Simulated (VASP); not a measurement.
# AlRu (Pm-3m) in VASP: further runs

AlRu is run at these levels: PBE; tasks: single point.

Program: VASP 6.6.1. These are calculated values, not measurements. Logs are shortened: lines on timing, memory, paths and dates and some standing lists are left out, and cuts for length are marked.

**1. The cell of the first run**

The structure is cubic, space group Pm-3m (No. 221). Conventional cell: a = 2.931 Å, b = 2.931 Å, c = 2.931 Å, α = 90.00°, β = 90.00°, γ = 90.00°. Within 3.3 Å of Al (site symmetry m-3m) lie 8 Ru at 2.54 Å and 6 Al at 2.93 Å. Within 3.3 Å of Ru (site symmetry m-3m) lie 8 Al at 2.54 Å and 6 Ru at 2.93 Å.

**2. Single point, PBE**

Contents of INCAR:

```
  ALGO = Normal
  EDIFF = 1E-6
  ENCUT = 520
  GGA = PE
  ISIF = 2
  ISMEAR = 0
  LASPH = T
  LCHARG = F
  LREAL = F
  LWAVE = F
  NBANDS = 16
  NELM = 80
  PREC = Accurate
  SIGMA = 0.05
```

Contents of KPOINTS:

```
k-points
0
Gamma
  12 12 12
```

Contents of POSCAR:

```
AlRu
1.0
    2.9305298028      0.0000000000      0.0000000000
    0.0000000000      2.9305298028      0.0000000000
    0.0000000000      0.0000000000      2.9305298028
Al Ru
1 1
Direct
    0.0000000000      0.0000000000      0.0000000000
    0.5000000000      0.5000000000      0.5000000000
```

Potentials or basis: VASP PAW PBE potentials, release 64 (Al, Ru_pv).

The run is started by

```console
$ cat potpaw_PBE.64/Al/POTCAR potpaw_PBE.64/Ru_pv/POTCAR > POTCAR
$ mpirun -np 1 vasp_std > vasp.out
```

OUTCAR:

```text
EDIFF = 1E-6
   ENCUT = 520
   GGA = PE
   ISIF = 2
   ISMEAR = 0
   LASPH = T
   LREAL = F
   NELM = 80
   PREC = Accurate

 ion  position               nearest neighbor table
   1  0.000  0.000  0.000-   2 2.54   2 2.54   2 2.54   2 2.54   2 2.54   2 2.54   2 2.54   2 2.54

   2  0.500  0.500  0.500-   1 2.54   1 2.54   1 2.54   1 2.54   1 2.54   1 2.54   1 2.54   1 2.54

  LATTYP: Found a simple cubic cell.
 ALAT       =     2.9305298028

  Lattice vectors:

 A1 = (   2.9305298028,   0.0000000000,   0.0000000000)
 A2 = (   0.0000000000,   2.9305298028,   0.0000000000)
 A3 = (   0.0000000000,   0.0000000000,   2.9305298028)

Analysis of symmetry for initial positions (statically):
=====================================================================
 Subroutine PRICEL returns:
 Original cell was already a primitive cell.

 Routine SETGRP: Setting up the symmetry group for a
 simple cubic supercell.

 Subroutine GETGRP returns: Found 48 space group operations
 (whereof 48 operations were pure point group operations)
 out of a pool of 48 trial point group operations.

The static configuration has the point symmetry O_h .

Analysis of symmetry for dynamics (positions and initial velocities):
=====================================================================
 Subroutine PRICEL returns:
 Original cell was already a primitive cell.

 Routine SETGRP: Setting up the symmetry group for a
 simple cubic supercell.

 Subroutine GETGRP returns: Found 48 space group operations
 (whereof 48 operations were pure point group operations)
 out of a pool of 48 trial point group operations.

The dynamic configuration has the point symmetry O_h .

 Subroutine INISYM returns: Found 48 space group operations
 (whereof 48 operations are pure point group operations),
 and found     1 'primitive' translations

----------------------------------------------------------------------------------------

                                     Primitive cell

  volume of cell :      25.1674

  direct lattice vectors                    reciprocal lattice vectors
     2.930529803  0.000000000  0.000000000     0.341235226  0.000000000  0.000000000
     0.000000000  2.930529803  0.000000000     0.000000000  0.341235226  0.000000000
     0.000000000  0.000000000  2.930529803     0.000000000  0.000000000  0.341235226

  length of vectors
     2.930529803  2.930529803  2.930529803     0.341235226  0.341235226  0.341235226

  position of ions in fractional coordinates (direct lattice)
     0.000000000  0.000000000  0.000000000
     0.500000000  0.500000000  0.500000000

  ion indices of the primitive-cell ions
   primitive index   ion index
                 1           1
                 2           2

----------------------------------------------------------------------------------------

 KPOINTS: k-points

Automatic generation of k-mesh.
 Grid dimensions read from file:
 generate k-points for:   12   12   12

 Generating k-lattice:

  Cartesian coordinates                     Fractional coordinates (reciprocal lattice)
     0.028436269  0.000000000  0.000000000     0.083333333  0.000000000  0.000000000
     0.000000000  0.028436269  0.000000000     0.000000000  0.083333333  0.000000000
     0.000000000  0.000000000  0.028436269     0.000000000  0.000000000  0.083333333

  Length of vectors
     0.028436269  0.028436269  0.028436269

  Shift w.r.t. Gamma in fractional coordinates (k-lattice)
     0.000000000  0.000000000  0.000000000

 Subroutine IBZKPT returns following result:
 ===========================================

 Found     84 irreducible k-points:

 Following reciprocal coordinates:
            Coordinates               Weight
  0.000000  0.000000  0.000000      1.000000
  0.083333  0.000000  0.000000      6.000000
  0.166667  0.000000  0.000000      6.000000
  0.250000  0.000000  0.000000      6.000000
  0.333333  0.000000  0.000000      6.000000
  0.416667  0.000000  0.000000      6.000000
[... 16 lines left out ...]
  0.333333  0.333333  0.000000     12.000000
  0.416667  0.333333  0.000000     24.000000
 [... further k-points ...]
   k-points           NKPTS =     84   k-points in BZ     NKDIM =     84   number of bands    NBANDS=     16
   number of dos      NEDOS =    301   number of ions     NIONS =      2
   total plane-waves  NPLWV =  13824
   dimension x,y,z NGX =    24 NGY =   24 NGZ =   24
   dimension x,y,z NGXF=    48 NGYF=   48 NGZF=   48
   ions per type =               1   1
   NGX,Y,Z   is equivalent  to a cutoff of  13.61, 13.61, 13.61 a.u.
   NGXF,Y,Z  is equivalent  to a cutoff of  27.23, 27.23, 27.23 a.u.
 SYSTEM =  unknown system
   PREC   = accura    normal or accurate (medium, high low for compatibility)
   ISTART =      0    job   : 0-new  1-cont  2-samecut
   ICHARG =      2    charge: 1-file 2-atom 10-const
   ISPIN  =      1    spin polarized calculation?
   LNONCOLLINEAR =      F non collinear calculations
   LSORBIT =      F    spin-orbit coupling
   LASPH  =      T    aspherical Exc in radial PAW
   ENCUT  =  520.0 eV  38.22 Ry    6.18 a.u.   5.45  5.45  5.45*2*pi/ulx,y,z
   NELM   =     80;   NELMIN=  2; NELMDL= -5     # of ELM steps
   EDIFF  = 0.1E-05   stopping-criterion for ELM
   LREAL  =      F    real-space projection
   EDIFFG = 0.1E-04   stopping-criterion for IOM
   NSW    =      0    number of steps for IOM
   IBRION =     -1    ionic relax: 0-MD 1-quasi-New 2-CG
   NFREE  =      0    steps in history (QN), initial steepest desc. (CG)
   ISIF   =      2    stress and relaxation
   ISYM   =      2    0-nonsym 1-usesym 2-fastsym
   POTIM  = 0.5000    time-step for ionic-motion
   TEBEG  =    0.0;   TEEND  =   0.0 temperature during run
   PSTRESS=    0.0 pullay stress
   NELECT =      17.0000    total number of electrons
   NUPDOWN=      -1.0000    fix difference up-down
   EMIN   =  10.00;   EMAX   =-10.00  energy-range for DOS
   EFERMI =   0.00;   METHOD = LEGACY
   ISMEAR =     0;   SIGMA  =   0.05  broadening in eV -4-tet -1-fermi 0-gaus
   EFERMI_NEDOS =   21; number of points for ismear=-14 and -15
   IALGO  =     38    algorithm
   IMIX   =      4    mixing-type and parameters
     AMIX     =   0.40;   BMIX     =  1.00
     AMIX_MAG =   1.60;   BMIX_MAG =  1.00
  volume/ion in A,a.u.               =      12.58        84.92
  Fermi-wavevector in a.u.,A,eV,Ry     =   1.436410  2.714421 28.072531  2.063273
  Thomas-Fermi vector in A             =   2.555601
   LORBIT       =      0    0 simple, 1 ext, 2 COOP (PROOUT), +10 PAW based schemes
   GGA     = PE    functional components
   LHFCALC =     F    Hartree Fock is set to
   AEXX    =    0.0000 exact exchange contribution
   IVDW    =     0    specifies the selected vdW correction
   LEPSILON=     F    determine dielectric tensor
   LRPA    =     F    only Hartree local field effects (RPA)
 non-spin polarized calculation
 Gauss-broadening in eV      SIGMA  =   0.05
  energy-cutoff  :      520.00
  volume of cell :       25.17
 maximum number of plane-waves:       703
 NGX is ok and might be reduce to    24
   NGX = 11   NGY = 11   NGZ = 11

 number of electron      17.0000003 magnetization

 Free energy of the ion-electron system (eV)
  ---------------------------------------------------
  ext. energy  EPLUGINS =         0.00000000
  ---------------------------------------------------
  free energy    TOTEN  =       -14.16669027 eV

  energy without entropy =      -14.16485485  energy(sigma->0) =      -14.16577256

 E-fermi :  11.6113     XC(G=0): -12.8870

 val. band max:       11.6062792991   @ k =   0.4167   0.3333   0.1667
 cond. band min:      11.6211995797   @ k =   0.2500   0.0833   0.0833
 fundamental gap:      0.0149202807
 Fermi energy:        11.6113496618

 k-point     1 :       0.0000    0.0000    0.0000
  band No.  band energies     occupation
      1     -30.1691      2.00000
      2     -30.1691      2.00000
      3     -30.1691      2.00000
      4       1.5746      2.00000
      5       7.7011      2.00000
      6       7.7011      2.00000
[... 8 lines left out ...]
     15      23.7285      0.00000
     16      27.9375      0.00000

 k-point     2 :       0.0833    0.0000    0.0000
  band No.  band energies     occupation
      1     -30.1871      2.00000
      2     -30.1676      2.00000
      3     -30.1676      2.00000
      4       1.7155      2.00000
      5       7.7519      2.00000
      6       7.7561      2.00000
[... 8 lines left out ...]
     15      23.7288      0.00000
     16      28.3552      0.00000

 k-point     3 :       0.1667    0.0000    0.0000
  band No.  band energies     occupation
      1     -30.2359      2.00000
      2     -30.1635      2.00000
      3     -30.1635      2.00000
      4       2.1285      2.00000
      5       7.8681      2.00000
      6       7.8958      2.00000
[... 8 lines left out ...]
     15      24.3550      0.00000
     16      29.6515      0.00000

 k-point     4 :       0.2500    0.0000    0.0000
  band No.  band energies     occupation
      1     -30.3022      2.00000
      2     -30.1578      2.00000
      3     -30.1578      2.00000
      4       2.7852      2.00000
      5       7.8706      2.00000
      6       8.1050      2.00000
[... 8 lines left out ...]
     15      24.9731      0.00000
     16      28.7424      0.00000
[... 324 lines left out ...]
 k-point    22 :       0.5000    0.2500    0.0000
  band No.  band energies     occupation
      1     -30.4155      2.00000
      2     -30.2734      2.00000
      3     -30.1349      2.00000
      4       5.6371      2.00000
      5       6.7111      2.00000
      6       9.2601      2.00000
[... 8 lines left out ...]
     15      23.8512      0.00000
     16      25.8413      0.00000

 k-point    23 :       0.3333    0.3333    0.0000
  band No.  band energies     occupation
      1     -30.3465      2.00000
      2     -30.3415      2.00000
      3     -30.1349      2.00000
      4       4.9755      2.00000
      5       7.4899      2.00000
      6       9.3176      2.00000
[... 8 lines left out ...]
     15      24.7251      0.00000
     16      26.9789      0.00000

 k-point    24 :       0.4167    0.3333    0.0000
  band No.  band energies     occupation
      1     -30.3901      2.00000
      2     -30.3381      2.00000
      3     -30.1307      2.00000
      4       5.3100      2.00000
      5       7.4437      2.00000
      6       9.5809      2.00000
[... 8 lines left out ...]
     15      24.4258      0.00000
     16      27.4144      0.00000

 [... further k-points ...]

------------------------ aborting loop because EDIFF is reached ----------------------------------------

  FORCE on cell =-STRESS in cart. coord.  units (eV):
  Direction    XX          YY          ZZ          XY          YZ          ZX
  --------------------------------------------------------------------------------------
  -------------------------------------------------------------------------------------
  Total        2.7663411      2.7663411      2.7663411      0.0000000      0.0000000     -0.0000000
  in kB      176.1075151    176.1075151    176.1075151      0.0000000      0.0000000     -0.0000000
  external PRESSURE =     176.1075151 kB  Pullay stress =       0.0000000 kB

 VOLUME and BASIS-vectors are now :
 -----------------------------------------------------------------------------
  energy-cutoff  :      520.00
  volume of cell :       25.17
      direct lattice vectors                 reciprocal lattice vectors
     2.930529803  0.000000000  0.000000000     0.341235226  0.000000000  0.000000000
     0.000000000  2.930529803  0.000000000     0.000000000  0.341235226  0.000000000
     0.000000000  0.000000000  2.930529803     0.000000000  0.000000000  0.341235226

 POSITION                                       TOTAL-FORCE (eV/Angst)
 -----------------------------------------------------------------------------------
      0.00000      0.00000      0.00000         0.000000      0.000000      0.000000
      1.46526      1.46526      1.46526         0.000000      0.000000      0.000000
 -----------------------------------------------------------------------------------
    total drift:                                0.000000     -0.000000     -0.000000

  FREE ENERGIE OF THE ION-ELECTRON SYSTEM (eV)
  ---------------------------------------------------
  free  energy   TOTEN  =       -14.1666902667 eV

  energy  without entropy=      -14.1648548533  energy(sigma->0) =      -14.16577256
```

Wall time 8.2 s (1 thread of Intel Xeon 6975P-C (Granite Rapids), shared host); peak memory 0.15 GiB.

Results:

```yaml
Free_energy: -14.1667 eV
Pressure: 17.6 GPa
```

Levels at points of the mesh, in eV from the Fermi level:
```csv
k point,band 7,band 8,band 9,band 10,band 11,band 12
"(0.00, 0.00, 0.00)",0.20,0.20,0.20,6.39,6.39,6.39
"(0.50, 0.00, 0.00)",-1.74,-1.74,0.48,2.54,7.41,11.36
"(0.50, 0.50, 0.00)",-1.40,-1.29,-1.29,1.70,5.75,6.89
"(0.50, 0.50, 0.50)",1.81,1.81,2.96,4.30,4.30,4.30
```

**3. Single point, PBE**

This run uses another cell than the first one, of 13.39 Å³/atom, 1.064 times its volume.

Contents of INCAR:

```
SYSTEM = AlRu
ALGO = Normal
EDIFF = 1E-6
ENCUT = 520
GGA = PE
ISIF = 2
ISMEAR = 0
LASPH = .True.
LCHARG = .True.
LELF = .True.
LREAL = .False.
LVHAR = .True.
LWAVE = .False.
NBANDS = 16
NELM = 80
PREC = Accurate
SIGMA = 0.05
```

Contents of KPOINTS:

```
k-points
0
Gamma
  12 12 12
  0 0 0
```

Contents of POSCAR:

```
AlRu
1.0
    2.9916000000      0.0000000000      0.0000000000
    0.0000000000      2.9916000000      0.0000000000
    0.0000000000      0.0000000000      2.9916000000
Al Ru
1 1
Direct
    0.0000000000      0.0000000000      0.0000000000
    0.5000000000      0.5000000000      0.5000000000
```

Potentials or basis: VASP PAW PBE potentials, release 64 (Al, Ru_pv).

The run is started by

```console
$ cat potpaw_PBE.64/Al/POTCAR potpaw_PBE.64/Ru_pv/POTCAR > POTCAR
$ mpirun -np 1 vasp_std > vasp.out
```

Wall time 8.8 s (1 thread of Intel Xeon 6975P-C (Granite Rapids), shared host); peak memory 0.16 GiB.

Results (log left out):

```yaml
Free_energy: -14.2636 eV
Pressure: 2.4 GPa
```

Levels at points of the mesh, in eV from the Fermi level:
```
           k point  band 5  band 6  band 7  band 8  band 9  band 10  band 11  band 12  band 13  band 14
(0.00, 0.00, 0.00)   -3.55   -3.55    0.19    0.19    0.19     6.09     6.09     6.09    10.99    10.99
(0.50, 0.00, 0.00)   -5.48   -2.75   -1.59   -1.59    0.44     2.30     7.46    11.04    11.04    12.13
(0.50, 0.50, 0.00)   -3.05   -1.36   -1.36   -1.16   -1.16     1.55     5.32     6.24    10.60    12.13
(0.50, 0.50, 0.50)   -4.62   -4.62    1.64    1.64    2.58     4.15     4.15     4.15     8.54     8.54
```
